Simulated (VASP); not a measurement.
# MgO (F-43m) in VASP: further runs

The runs below take MgO through density of states, vibrations by perturbation theory, elastic constants, with PBE.

All numbers are computed with VASP 6.6.1; they aren't measurements. Logs are shortened: lines on timing, memory, paths and dates and some standing lists are left out, and cuts for length are marked.

**1. The cell of the first run**

It takes space group F-43m (No. 216, cubic). Conventional cell: a = 4.613 Å, b = 4.613 Å, c = 4.613 Å, α = 90.00°, β = 90.00°, γ = 90.00°. Within 2.6 Å of Mg (site symmetry -43m) lie 4 O at 2.00 Å. O (site symmetry -43m) has 4 Mg at 2.00 Å within 2.6 Å.

**2. Density of states, PBE**

POSCAR

```
MgO
1.0
    0.0000000000      2.3062840489      2.3062840489
    2.3062840489      0.0000000000      2.3062840489
    2.3062840489      2.3062840489      0.0000000000
Mg O
1 1
Direct
    0.0000000000      0.0000000000      0.0000000000
    0.2500000000      0.2500000000      0.2500000000
```

INCAR.step1

```
SYSTEM = MgO
PREC     = Accurate       ! precision mode
ENCUT    = 520            ! plane-wave cutoff, eV
EDIFF    = 1E-6           ! SCF threshold, eV
ISMEAR   = 0              ! smearing method
SIGMA    = 0.02           ! smearing width, eV
LREAL    = .FALSE.        ! projectors in reciprocal space
LASPH    = .TRUE.         ! aspherical terms in the spheres
NELM     = 60             ! most SCF steps
ALGO     = Normal         ! electronic algorithm
ISIF     = 2              ! what is computed and relaxed
LWAVE    = .FALSE.        ! write WAVECAR
LCHARG   = .TRUE.         ! write CHGCAR
GGA      = PE             ! functional
NBANDS   = 11             ! bands
```

KPOINTS.step1

```
Automatic mesh
0
G
  8 8 8
  0 0 0
```

INCAR.step2

```
SYSTEM = MgO
PREC     = Accurate       ! precision mode
ENCUT    = 520            ! plane-wave cutoff, eV
EDIFF    = 1E-6           ! SCF threshold, eV
ISMEAR   = -5             ! smearing method
SIGMA    = 0.02           ! smearing width, eV
LREAL    = .FALSE.        ! projectors in reciprocal space
LASPH    = .TRUE.         ! aspherical terms in the spheres
NELM     = 60             ! most SCF steps
ALGO     = Normal         ! electronic algorithm
ISIF     = 2              ! what is computed and relaxed
LWAVE    = .FALSE.        ! write WAVECAR
LCHARG   = .FALSE.        ! write CHGCAR
GGA      = PE             ! functional
LORBIT   = 10             ! projections on sites
NEDOS    = 1001           ! points of the DOS
ICHARG   = 11             ! starting density
```

KPOINTS.step2

```
Automatic mesh
0
G
  12 12 12
  0 0 0
```

Potentials or basis: VASP PAW PBE potentials, release 64 (Mg, O).

On the command line:

```console
cat potpaw_PBE.64/Mg/POTCAR potpaw_PBE.64/O/POTCAR > POTCAR
cp INCAR.step1 INCAR
cp KPOINTS.step1 KPOINTS
mpirun -np 1 vasp_std > vasp.out
cp INCAR.step2 INCAR
cp KPOINTS.step2 KPOINTS
mpirun -np 1 vasp_std > vasp.out
```

OUTCAR:

```text
SYSTEM = MgO
   PREC = Accurate
   ENCUT = 520
   EDIFF = 1E-6
   ISMEAR = -5
   LREAL = .FALSE.
   LASPH = .TRUE.
   NELM = 60
   ISIF = 2
   GGA = PE
   LORBIT = 10
   ICHARG = 11

 ion  position               nearest neighbor table
   1  0.000  0.000  0.000-   2 2.00   2 2.00   2 2.00   2 2.00
   2  0.250  0.250  0.250-   1 2.00   1 2.00   1 2.00   1 2.00

  LATTYP: Found a face centered cubic cell.
 ALAT       =     4.6125680978

  Lattice vectors:

 A1 = (   0.0000000000,   2.3062840489,   2.3062840489)
 A2 = (   2.3062840489,   0.0000000000,   2.3062840489)
 A3 = (   2.3062840489,   2.3062840489,   0.0000000000)

Analysis of symmetry for initial positions (statically):
=====================================================================
 Subroutine PRICEL returns:
 Original cell was already a primitive cell.

 Routine SETGRP: Setting up the symmetry group for a
 face centered cubic supercell.

 Subroutine GETGRP returns: Found 24 space group operations
 (whereof 24 operations were pure point group operations)
 out of a pool of 48 trial point group operations.

The static configuration has the point symmetry T_d .

Analysis of symmetry for dynamics (positions and initial velocities):
=====================================================================
 Subroutine PRICEL returns:
 Original cell was already a primitive cell.

 Routine SETGRP: Setting up the symmetry group for a
 face centered cubic supercell.

 Subroutine GETGRP returns: Found 24 space group operations
 (whereof 24 operations were pure point group operations)
 out of a pool of 48 trial point group operations.

The dynamic configuration has the point symmetry T_d .

 Subroutine INISYM returns: Found 24 space group operations
 (whereof 24 operations are pure point group operations),
 and found     1 'primitive' translations

----------------------------------------------------------------------------------------

                                     Primitive cell

  volume of cell :      24.5340

  direct lattice vectors                    reciprocal lattice vectors
     0.000000000  2.306284049  2.306284049    -0.216798967  0.216798967  0.216798967
     2.306284049  0.000000000  2.306284049     0.216798967 -0.216798967  0.216798967
     2.306284049  2.306284049  0.000000000     0.216798967  0.216798967 -0.216798967

  length of vectors
     3.261578181  3.261578181  3.261578181     0.375506826  0.375506826  0.375506826

  position of ions in fractional coordinates (direct lattice)
     0.000000000  0.000000000  0.000000000
     0.250000000  0.250000000  0.250000000

  ion indices of the primitive-cell ions
   primitive index   ion index
                 1           1
                 2           2

----------------------------------------------------------------------------------------

 KPOINTS: Automatic mesh

Automatic generation of k-mesh.
 Grid dimensions read from file:
 generate k-points for:   12   12   12

 Generating k-lattice:

  Cartesian coordinates                     Fractional coordinates (reciprocal lattice)
    -0.018066581  0.018066581  0.018066581     0.083333333  0.000000000  0.000000000
     0.018066581 -0.018066581  0.018066581     0.000000000  0.083333333  0.000000000
     0.018066581  0.018066581 -0.018066581     0.000000000  0.000000000  0.083333333

  Length of vectors
     0.031292236  0.031292236  0.031292236

  Shift w.r.t. Gamma in fractional coordinates (k-lattice)
     0.000000000  0.000000000  0.000000000

 TETIRR: Found    247 inequivalent tetrahedra from    10368

 Subroutine IBZKPT returns following result:
 ===========================================

 Found     72 irreducible k-points:

 Following reciprocal coordinates:
            Coordinates               Weight
  0.000000  0.000000  0.000000      1.000000
  0.083333  0.000000  0.000000      8.000000
  0.166667  0.000000  0.000000      8.000000
  0.250000  0.000000  0.000000      8.000000
  0.333333  0.000000  0.000000      8.000000
  0.416667  0.000000  0.000000      8.000000
[... 16 lines left out ...]
  0.500000  0.166667  0.000000     24.000000
 -0.416667  0.166667  0.000000     24.000000
 [... further k-points ...]
   k-points           NKPTS =     72   k-points in BZ     NKDIM =     72   number of bands    NBANDS=      8
   number of dos      NEDOS =   1001   number of ions     NIONS =      2
   total plane-waves  NPLWV =  13824
   dimension x,y,z NGX =    24 NGY =   24 NGZ =   24
   dimension x,y,z NGXF=    48 NGYF=   48 NGZF=   48
   ions per type =               1   1
   NGX,Y,Z   is equivalent  to a cutoff of  12.23, 12.23, 12.23 a.u.
   NGXF,Y,Z  is equivalent  to a cutoff of  24.47, 24.47, 24.47 a.u.
 SYSTEM =  MgO
   PREC   = accura    normal or accurate (medium, high low for compatibility)
   ISTART =      0    job   : 0-new  1-cont  2-samecut
   ICHARG =     11    charge: 1-file 2-atom 10-const
   ISPIN  =      1    spin polarized calculation?
   LNONCOLLINEAR =      F non collinear calculations
   LSORBIT =      F    spin-orbit coupling
   LASPH  =      T    aspherical Exc in radial PAW
   ENCUT  =  520.0 eV  38.22 Ry    6.18 a.u.   6.06  6.06  6.06*2*pi/ulx,y,z
   NELM   =     60;   NELMIN=  2; NELMDL=  0     # of ELM steps
   EDIFF  = 0.1E-05   stopping-criterion for ELM
   LREAL  =      F    real-space projection
   EDIFFG = 0.1E-04   stopping-criterion for IOM
   NSW    =      0    number of steps for IOM
   IBRION =     -1    ionic relax: 0-MD 1-quasi-New 2-CG
   NFREE  =      0    steps in history (QN), initial steepest desc. (CG)
   ISIF   =      2    stress and relaxation
   ISYM   =      2    0-nonsym 1-usesym 2-fastsym
   POTIM  = 0.5000    time-step for ionic-motion
   TEBEG  =    0.0;   TEEND  =   0.0 temperature during run
   PSTRESS=    0.0 pullay stress
   NELECT =       8.0000    total number of electrons
   NUPDOWN=      -1.0000    fix difference up-down
   EMIN   =  10.00;   EMAX   =-10.00  energy-range for DOS
   EFERMI =   0.00;   METHOD = LEGACY
   ISMEAR =    -5;   SIGMA  =   0.02  broadening in eV -4-tet -1-fermi 0-gaus
   EFERMI_NEDOS =   21; number of points for ismear=-14 and -15
   IALGO  =     38    algorithm
   IMIX   =      4    mixing-type and parameters
     AMIX     =   0.40;   BMIX     =  1.00
     AMIX_MAG =   1.60;   BMIX_MAG =  1.00
  volume/ion in A,a.u.               =      12.27        82.78
  Fermi-wavevector in a.u.,A,eV,Ry     =   1.126805  2.129352 17.275169  1.269689
  Thomas-Fermi vector in A             =   2.263488
   LORBIT       =     10    0 simple, 1 ext, 2 COOP (PROOUT), +10 PAW based schemes
   GGA     = PE    functional components
   LHFCALC =     F    Hartree Fock is set to
   AEXX    =    0.0000 exact exchange contribution
   IVDW    =     0    specifies the selected vdW correction
   LEPSILON=     F    determine dielectric tensor
   LRPA    =     F    only Hartree local field effects (RPA)
 non-spin polarized calculation
 Fermi weights with tetrahedron method with Bloechl corrections
  energy-cutoff  :      520.00
  volume of cell :       24.53
 maximum number of plane-waves:       684

 number of electron       8.0000001 magnetization

 Free energy of the ion-electron system (eV)
  ---------------------------------------------------
  ext. energy  EPLUGINS =         0.00000000
  ---------------------------------------------------
  free energy    TOTEN  =       -11.70116510 eV

  energy without entropy =      -11.70116510  energy(sigma->0) =      -11.70116510

 E-fermi :   0.6479     XC(G=0):  -9.5851

 val. band max:        0.6264476805   @ k =   0.0000   0.0000   0.0000
 cond. band min:       4.0905526407   @ k =   0.0000   0.0000   0.0000
 fundamental gap:      3.4641049602
 Fermi energy:         0.6478621012

 k-point     1 :       0.0000    0.0000    0.0000
  band No.  band energies     occupation
      1     -15.1840      2.00000
      2       0.6264      2.00000
      3       0.6264      2.00000
      4       0.6264      2.00000
      5       4.0906      0.00000
      6      17.0939      0.00000
      7      17.0939      0.00000
      8      17.0939      0.00000

 k-point     2 :       0.0833    0.0000    0.0000
  band No.  band energies     occupation
      1     -15.1451      2.00000
      2       0.2867      2.00000
      3       0.6137      2.00000
      4       0.6138      2.00000
      5       4.4900      0.00000
      6      16.4553      0.00000
      7      17.1001      0.00000
      8      17.1001      0.00000

 k-point     3 :       0.1667    0.0000    0.0000
  band No.  band energies     occupation
      1     -15.0369      2.00000
      2      -0.4276      2.00000
      3       0.5794      2.00000
      4       0.5794      2.00000
      5       5.3811      0.00000
      6      15.0696      0.00000
      7      16.8265      0.00000
      8      16.8265      0.00000

 k-point     4 :       0.2500    0.0000    0.0000
  band No.  band energies     occupation
      1     -14.8839      2.00000
      2      -1.1711      2.00000
      3       0.5334      2.00000
      4       0.5334      2.00000
      5       6.4187      0.00000
      6      13.5508      0.00000
      7      16.1647      0.00000
      8      16.1647      0.00000

 k-point     5 :       0.3333    0.0000    0.0000
  band No.  band energies     occupation
      1     -14.7252      2.00000
      2      -1.7863      2.00000
      3       0.4883      2.00000
      4       0.4883      2.00000
      5       7.4636      0.00000
      6      12.1279      0.00000
      7      15.5454      0.00000
      8      15.5454      0.00000
[... 177 lines left out ...]
 k-point    22 :       0.4167    0.1667    0.0000
  band No.  band energies     occupation
      1     -14.6012      2.00000
      2      -1.7855      2.00000
      3       0.1060      2.00000
      4       0.2767      2.00000
      5       8.0364      0.00000
      6      11.6304      0.00000
      7      14.2381      0.00000
      8      15.8418      0.00000

 k-point    23 :       0.5000    0.1667    0.0000
  band No.  band energies     occupation
      1     -14.5162      2.00000
      2      -2.0086      2.00000
      3      -0.0371      2.00000
      4       0.2988      2.00000
      5       8.8660      0.00000
      6      10.6667      0.00000
      7      14.0977      0.00000
      8      15.5323      0.00000

 k-point    24 :      -0.4167    0.1667    0.0000
  band No.  band energies     occupation
      1     -14.5046      2.00000
      2      -2.0314      2.00000
      3      -0.1320      2.00000
      4       0.3575      2.00000
      5       9.2733      0.00000
      6      10.2902      0.00000
      7      14.0331      0.00000
      8      15.4011      0.00000

 [... further k-points ...]

------------------------ aborting loop because EDIFF is reached ----------------------------------------

  FORCE on cell =-STRESS in cart. coord.  units (eV):
  Direction    XX          YY          ZZ          XY          YZ          ZX
  --------------------------------------------------------------------------------------
  -------------------------------------------------------------------------------------
  Total       -0.0627327     -0.0627327     -0.0627327      0.0000000      0.0000000      0.0000000
  in kB       -4.0967195     -4.0967195     -4.0967195      0.0000000      0.0000000      0.0000000
  external PRESSURE =      -4.0967195 kB  Pullay stress =       0.0000000 kB

 VOLUME and BASIS-vectors are now :
 -----------------------------------------------------------------------------
  energy-cutoff  :      520.00
  volume of cell :       24.53
      direct lattice vectors                 reciprocal lattice vectors
     0.000000000  2.306284049  2.306284049    -0.216798967  0.216798967  0.216798967
     2.306284049  0.000000000  2.306284049     0.216798967 -0.216798967  0.216798967
     2.306284049  2.306284049  0.000000000     0.216798967  0.216798967 -0.216798967

 POSITION                                       TOTAL-FORCE (eV/Angst)
 -----------------------------------------------------------------------------------
      0.00000      0.00000      0.00000         0.000000      0.000000      0.000000
      1.15314      1.15314      1.15314        -0.000000     -0.000000     -0.000000
 -----------------------------------------------------------------------------------
    total drift:                               -0.000000     -0.000000     -0.000000

  FREE ENERGIE OF THE ION-ELECTRON SYSTEM (eV)
  ---------------------------------------------------
  free  energy   TOTEN  =       -11.7011651043 eV

  energy  without entropy=      -11.7011651043  energy(sigma->0) =      -11.70116510

 total charge

# of ion       s       p       d       tot
------------------------------------------
    1        0.165   0.182   0.074   0.421
    2        1.545   3.531   0.000   5.075
--------------------------------------------------
tot          1.709   3.713   0.074   5.496
```

It took 13 s on 1 thread of Intel Xeon 8259CL, shared host; peak memory 0.14 GiB.

What came out:

```yaml
Valence_electrons_inside_the_program's_atomic_spheres: Mg 0.42; O 5.08
```

(Continued in part 2 of 2.)
